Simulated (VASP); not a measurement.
PbO: single point with PBEsol

The system is PbO.

```
CELL_PARAMETERS angstrom
3.97440 0.00000 0.00000
0.00000 3.97440 0.00000
0.00000 0.00000 5.02200
ATOMIC_POSITIONS crystal
Pb 0.00000 0.50000 0.23510
Pb 0.50000 0.00000 0.76490
O 0.00000 0.00000 0.00996
O 0.50000 0.50000 0.00996
```

This cell differs from its parent crystal: all O atoms moved +0.050 Å, as atom 3 along Cartesian [0 0 1].

| Quantity | Value |
| --- | --- |
| Program | VASP 6.6.1 |
| Task | single point |
| Functional | PBEsol |
| Potentials or basis | VASP PAW PBE potentials, release 64 (Pb_d, O) |
| Cutoff | 520 eV |
| k mesh | 8 × 8 × 6 |
| Occupations | gaussian, width 0.05 eV |
| Spin | no spin polarisation |

```
Pressure               : 1.1 GPa
Largest force          : 0.601 eV/Å
Band gap on the k mesh : 1.18 eV, indirect (least direct gap 2.23 eV)
```

Forces in eV/Å, atoms in the order of the input:
```
Pb   0.000  0.000  0.601
Pb   0.000  0.000  0.241
O    0.000  0.000 -0.421
O    0.000  0.000 -0.421
```

Stress tensor (GPa, compression positive):
```
1.17 0.00 0.00
0.00 1.17 0.00
0.00 0.00 0.86
```

Levels at points of the mesh, in eV from the valence-band top:
| k point | band 17 | band 18 | band 19 | band 20 | band 21 | band 22 | band 23 | band 24 |
| --- | --- | --- | --- | --- | --- | --- | --- | --- |
| (0.00, 0.00, 0.00) | -1.74 | -1.72 | -1.72 | -0.02 | 2.30 | 5.35 | 5.61 | 5.61 |
| (0.50, 0.00, 0.00) | -3.16 | -3.01 | -1.75 | -1.59 | 3.27 | 3.41 | 6.40 | 6.50 |
| (0.50, 0.50, 0.00) | -1.80 | -1.50 | -1.10 | -1.05 | 1.18 | 1.18 | 5.08 | 5.34 |
| (0.00, 0.00, 0.50) | -1.78 | -1.74 | -1.74 | -0.95 | 1.83 | 3.99 | 3.99 | 4.21 |
| (0.50, 0.00, 0.50) | -3.13 | -2.97 | -1.13 | -0.86 | 2.94 | 3.12 | 6.13 | 6.53 |
| (0.50, 0.50, 0.50) | -2.39 | -2.08 | -1.10 | -1.05 | 3.42 | 3.42 | 4.70 | 4.70 |

It took 55 s on 1 thread of Intel(R) Xeon(R) 6975P-C (Granite Rapids) (shared host), peak memory 0.25 GiB.

Caveat: the cell differs from its parent crystal (all O atoms moved +0.050 Å, as atom 3 along Cartesian [0 0 1]); the PAW data sets were made with another functional, which shifts forces and pressure a little; spin-orbit coupling is left out, which moves the levels of the heavy elements. A k mesh can miss the band edges.
